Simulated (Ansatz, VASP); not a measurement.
## One calculation of YF6, two programs

```
Y F
1.0
     5.46209    0.00000    0.00000
     0.00000    5.46209    0.00000
     0.00000    0.00000    4.35036
Y F
1 6
Direct
  0.00000 0.00000 0.00000
  0.00000 0.00000 0.50000
  0.50000 0.50000 0.50000
  0.28367 0.28367 0.00000
  0.71633 0.71633 0.00000
  0.28367 0.71633 0.00000
  0.71633 0.28367 0.00000
```

Change from the starting cell: ordered vacancies on the cation sites of rhenium trioxide (P4/mmm, No. 123).

Alike in both runs: functional PBE; k mesh 4 × 4 × 4; occupations gaussian, width 0.1 eV; collinear spin.

Ansatz relaxed the structure, and its values are those at the end. VASP's run is a single point on that final structure, the one shown.

|  | VASP | Ansatz |
| --- | --- | --- |
| version | VASP 6.6.1 | Ansatz 0.2.0 |
| potentials or method | VASP PAW PBE potentials, release 64 (Y_sv, F), cutoff 520 eV | scalar-relativistic, plane waves, PAW |
| valence electrons in the cell | 53 | 53 |

|  | VASP | Ansatz | Ansatz less VASP |
| --- | --- | --- | --- |
| gap on the k mesh at the Fermi level (eV) | none | none | - |
| pressure (GPa) | -0.1 | 0.0 | +0.08 |
| rms of the force components (eV/Å) | 0.025 | 0.003 | -0.0218 |
| net moment per atom (μB) | 0.10 | 0.43 | +0.326 |
| size of the moment on the site where the two differ most (μB) | 0.87 | 0.99 | +0.121 |

The net moments are unlike, so the other rows may belong to different states. Site moments also hang on the region over which each program counts them. A gap of «none» marks a metal or a gap that the smearing closes.

The k mesh is coarse, so the values compare programs but aren't converged.
